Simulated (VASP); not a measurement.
# PBr (P-1) in VASP: further runs, part 2 of 2

VASP 6.6.1. Earlier steps stand in the parts before.

### 3 Single point, HSE06

POSCAR reads:

```
PBr
1.0
    4.9385630000      0.0000000000      0.0000000000
   -2.0623900000      5.1944970000      0.0000000000
   -0.6967810000     -0.6537650000      6.2332560000
Br P
2 2
Direct
    0.6657980000      0.8550130000      0.2427560000
    0.3342020000      0.1449870000      0.7572440000
    0.6407200000      0.4997570000      0.6318710000
    0.3592800000      0.5002430000      0.3681290000
```

INCAR.step1 reads:

```
  ALGO = Normal
  EDIFF = 1E-5
  ENCUT = 400
  GGA = PE
  GGA_COMPAT = False
  ISIF = 2
  ISMEAR = 0
  LASPH = True
  LCHARG = False
  LREAL = False
  LWAVE = True
  NBANDS = 20
  NELM = 120
  PREC = Accurate
  SIGMA = 0.1
```

INCAR.step2 reads:

```
  ALGO = Normal
  EDIFF = 1E-6
  ENCUT = 400
  GGA = PE
  GGA_COMPAT = False
  HFSCREEN = 0.2079
  ISIF = 2
  ISMEAR = 0
  ISTART = 1
  LASPH = True
  LCHARG = False
  LHFCALC = True
  LREAL = False
  LWAVE = False
  NBANDS = 20
  NELM = 120
  PREC = Accurate
  PRECFOCK = Normal
  SIGMA = 0.1
```

KPOINTS reads:

```
k-points
0
Gamma
  3 3 3
```

Potentials or basis: VASP PAW PBE potentials, release 64 (Br, P).

On the command line:

```sh
cat potpaw_PBE.64/Br/POTCAR potpaw_PBE.64/P/POTCAR > POTCAR
cp INCAR.step1 INCAR
mpirun -np 1 vasp_std > vasp.out
cp INCAR.step2 INCAR
mpirun -np 1 vasp_std > vasp.out
```

OUTCAR:

```text
EDIFF = 1E-6
   ENCUT = 400
   GGA = PE
   HFSCREEN = 0.2079
   ISIF = 2
   ISMEAR = 0
   ISTART = 1
   LASPH = True
   LHFCALC = True
   LREAL = False
   NELM = 120
   PREC = Accurate
   PRECFOCK = Normal

 ion  position               nearest neighbor table
   1  0.666  0.855  0.243-   4 2.25
   2  0.334  0.145  0.757-   3 2.25
   3  0.641  0.500  0.632-   4 2.05   2 2.25
   4  0.359  0.500  0.368-   3 2.05   1 2.25

  LATTYP: Found a triclinic cell.
 ALAT       =    10.6206512695
 B/A-ratio  =     1.2981108736
 C/A-ratio  =     0.5937545491
 COS(alpha) =     0.0054841721
 COS(beta)  =     0.5716244624
 COS(gamma) =     0.8051544706

  Lattice vectors:

 A1 = (  -6.3041720000,   5.8482620000,  -6.2332560000)
 A2 = (  -9.0633430000,  10.3889940000,   0.0000000000)
 A3 = (   0.6967810000,   0.6537650000,  -6.2332560000)

Analysis of symmetry for initial positions (statically):
=====================================================================
 Subroutine PRICEL returns:
 Original cell was already a primitive cell.

 Routine SETGRP: Setting up the symmetry group for a
 triclinic supercell.

 Subroutine GETGRP returns: Found  2 space group operations
 (whereof  2 operations were pure point group operations)
 out of a pool of  2 trial point group operations.

The static configuration has the point symmetry S_2 .

Analysis of symmetry for dynamics (positions and initial velocities):
=====================================================================
 Subroutine PRICEL returns:
 Original cell was already a primitive cell.

 Routine SETGRP: Setting up the symmetry group for a
 triclinic supercell.

 Subroutine GETGRP returns: Found  2 space group operations
 (whereof  2 operations were pure point group operations)
 out of a pool of  2 trial point group operations.

The dynamic configuration has the point symmetry S_2 .

 Subroutine INISYM returns: Found  2 space group operations
 (whereof  2 operations are pure point group operations),
 and found     1 'primitive' translations

----------------------------------------------------------------------------------------

                                     Primitive cell

  volume of cell :     159.9039

  direct lattice vectors                    reciprocal lattice vectors
     4.938563000  0.000000000  0.000000000     0.202488052  0.080394566  0.031067067
    -2.062390000  5.194497000  0.000000000     0.000000000  0.192511421  0.020191250
    -0.696781000 -0.653765000  6.233256000     0.000000000  0.000000000  0.160429798

  length of vectors
     4.938563000  5.588940114  6.306060006     0.220067853  0.193567388  0.160429798

  position of ions in fractional coordinates (direct lattice)
     0.665798000  0.855013000  0.242756000
     0.334202000  0.144987000  0.757244000
     0.640720000  0.499757000  0.631871000
     0.359280000  0.500243000  0.368129000

  ion indices of the primitive-cell ions
   primitive index   ion index
                 1           1
[... 38 lines left out ...]
  0.333333  0.000000  0.333333      2.000000
 -0.333333  0.000000  0.333333      2.000000
  0.000000  0.333333  0.333333      2.000000
  0.333333  0.333333  0.333333      2.000000
 -0.333333  0.333333  0.333333      2.000000
  0.000000 -0.333333  0.333333      2.000000
  0.333333 -0.333333  0.333333      2.000000
 -0.333333 -0.333333  0.333333      2.000000
   k-points           NKPTS =     14   k-points in BZ     NKDIM =     27   number of bands    NBANDS=     20
   number of dos      NEDOS =    301   number of ions     NIONS =      4
   total plane-waves  NPLWV =  48384
   dimension x,y,z NGX =    32 NGY =   36 NGZ =   42
   dimension x,y,z NGXF=    64 NGYF=   72 NGZF=   84
   ions per type =               2   2
   NGX,Y,Z   is equivalent  to a cutoff of  10.77, 10.71, 11.07 a.u.
   NGXF,Y,Z  is equivalent  to a cutoff of  21.54, 21.42, 22.14 a.u.
 SYSTEM =  unknown system
   PREC   = accura    normal or accurate (medium, high low for compatibility)
   ISTART =      1    job   : 0-new  1-cont  2-samecut
   ICHARG =      0    charge: 1-file 2-atom 10-const
   ISPIN  =      1    spin polarized calculation?
   LNONCOLLINEAR =      F non collinear calculations
   LSORBIT =      F    spin-orbit coupling
   LASPH  =      T    aspherical Exc in radial PAW
   ENCUT  =  400.0 eV  29.40 Ry    5.42 a.u.   8.05  9.11 10.28*2*pi/ulx,y,z
   NELM   =    120;   NELMIN=  2; NELMDL=  0     # of ELM steps
   EDIFF  = 0.1E-05   stopping-criterion for ELM
   LREAL  =      F    real-space projection
   EDIFFG = 0.1E-04   stopping-criterion for IOM
   NSW    =      0    number of steps for IOM
   IBRION =     -1    ionic relax: 0-MD 1-quasi-New 2-CG
   NFREE  =      0    steps in history (QN), initial steepest desc. (CG)
   ISIF   =      2    stress and relaxation
   ISYM   =      3    0-nonsym 1-usesym 2-fastsym
   POTIM  = 0.5000    time-step for ionic-motion
   TEBEG  =    0.0;   TEEND  =   0.0 temperature during run
   PSTRESS=    0.0 pullay stress
   NELECT =      24.0000    total number of electrons
   NUPDOWN=      -1.0000    fix difference up-down
   EMIN   =  10.00;   EMAX   =-10.00  energy-range for DOS
   EFERMI =   0.00;   METHOD = LEGACY
   ISMEAR =     0;   SIGMA  =   0.10  broadening in eV -4-tet -1-fermi 0-gaus
   EFERMI_NEDOS =   21; number of points for ismear=-14 and -15
   IALGO  =     38    algorithm
   IMIX   =      1    mixing-type and parameters
     AMIX     =   0.40;   BMIX     =  1.00
     AMIX_MAG =   1.60;   BMIX_MAG =  1.00
  volume/ion in A,a.u.               =      39.98       269.77
  Fermi-wavevector in a.u.,A,eV,Ry     =   0.870013  1.644085 10.298549  0.756922
  Thomas-Fermi vector in A             =   1.988917
   LORBIT       =      0    0 simple, 1 ext, 2 COOP (PROOUT), +10 PAW based schemes
   GGA     = PE    functional components
   LHFCALC =     T    Hartree Fock is set to
   PRECFOCK=normal    Normal, Fast or Accurate (Low or Medium for compatibility)
   ENCUT4O =  -1.0   cutoff for four orbital integrals eV
   NKREDX  =     1    reduce k-point grid by
   NKREDY  =     1    reduce k-point grid by
   NKREDZ  =     1    reduce k-point grid by
   AEXX    =    0.2500 exact exchange contribution
   HFSCREEN=    0.2079 screening length (either q_TF or 0.3 A-1)
   HFSCREENC=   0.2079 screening length for correlation (either q_TF or 0.3 A-1)
   ENCUTFOCK=  -1.0 apply spherical cutoff to Coloumb kernel
   IVDW    =     0    specifies the selected vdW correction
   LEPSILON=     F    determine dielectric tensor
   LRPA    =     F    only Hartree local field effects (RPA)
 non-spin polarized calculation
 Gauss-broadening in eV      SIGMA  =   0.10
  energy-cutoff  :      400.00
  volume of cell :      159.90
 maximum number of plane-waves:      2919
  NGX = 28; NGY = 28; NGZ = 32

 number of electron      24.0000002 magnetization

 Free energy of the ion-electron system (eV)
  ---------------------------------------------------
  ext. energy  EPLUGINS =         0.00000000
  ---------------------------------------------------
  free energy    TOTEN  =       -17.51854529 eV

  energy without entropy =      -17.51854529  energy(sigma->0) =      -17.51854529

 E-fermi :  -0.9624     XC(G=0):  -5.7126

 val. band max:       -1.4400158991   @ k =   0.0000   0.3333   0.3333
 cond. band min:       0.9890108690   @ k =   0.0000   0.3333   0.3333
 fundamental gap:      2.4290267682
 Fermi energy:        -0.9624284708

 k-point     1 :       0.0000    0.0000    0.0000
  band No.  band energies     occupation
      1     -17.7355      2.00000
      2     -17.2722      2.00000
      3     -13.2707      2.00000
      4      -9.1138      2.00000
      5      -5.5404      2.00000
      6      -5.4747      2.00000
[... 311 lines left out ...]
     19       6.9283      0.00000
     20       7.5245      0.00000

------------------------ aborting loop because EDIFF is reached ----------------------------------------

  FORCE on cell =-STRESS in cart. coord.  units (eV):
  Direction    XX          YY          ZZ          XY          YZ          ZX
  --------------------------------------------------------------------------------------
  -------------------------------------------------------------------------------------
  Total       -0.6866032     -1.1656014     -1.0095023     -0.4925041      0.6684697     -0.2929789
  in kB       -6.8795072    -11.6788907    -10.1148353     -4.9347071      6.6978164     -2.9355389
  external PRESSURE =      -9.5577444 kB  Pullay stress =       0.0000000 kB

 VOLUME and BASIS-vectors are now :
 -----------------------------------------------------------------------------
  energy-cutoff  :      400.00
  volume of cell :      159.90
      direct lattice vectors                 reciprocal lattice vectors
     4.938563000  0.000000000  0.000000000     0.202488052  0.080394566  0.031067067
    -2.062390000  5.194497000  0.000000000     0.000000000  0.192511421  0.020191250
    -0.696781000 -0.653765000  6.233256000     0.000000000  0.000000000  0.160429798

 POSITION                                       TOTAL-FORCE (eV/Angst)
 -----------------------------------------------------------------------------------
      1.35557      4.28266      1.51316        -0.139719     -0.401270      0.120182
      0.82382      0.25807      4.72010         0.139719      0.401270     -0.120182
      1.69327      2.18289      3.93861        -0.496983     -0.276746     -0.395063
      0.48613      2.35784      2.29464         0.496983      0.276746      0.395063
 -----------------------------------------------------------------------------------
    total drift:                                0.000003     -0.000001     -0.000001

  FREE ENERGIE OF THE ION-ELECTRON SYSTEM (eV)
  ---------------------------------------------------
  free  energy   TOTEN  =       -17.5185452933 eV

  energy  without entropy=      -17.5185452933  energy(sigma->0) =      -17.51854529
```

It took 15 min on 1 thread of Intel Xeon Platinum 8375C at 2.90GHz (Ice Lake), shared host; peak memory 0.34 GiB.

What came out:

| Item | Value |
| --- | --- |
| Free energy | -17.5185 eV |
| Pressure | -1.0 GPa |
| Largest force | 0.693 eV/Å |
| Band gap on the k mesh | 2.43 eV |

Forces on the atoms (eV/Å):
```
Br  -0.140 -0.401  0.120
Br   0.140  0.401 -0.120
P   -0.497 -0.277 -0.395
P    0.497  0.277  0.395
```

Levels at points of the mesh, in eV from the valence-band top:
```
           k point  band 10  band 11  band 12  band 13  band 14  band 15
(0.00, 0.00, 0.00)    -1.59    -1.25    -0.52     2.85     4.41     5.90
```

Caveat: the k points lie up to 0.46 Å⁻¹ apart; this functional lacks dispersion, which holds the molecules together, so the pressure and a relaxed volume are unreliable; the PAW data sets were made with another functional, which shifts forces and pressure a little. A k mesh can miss the band edges.
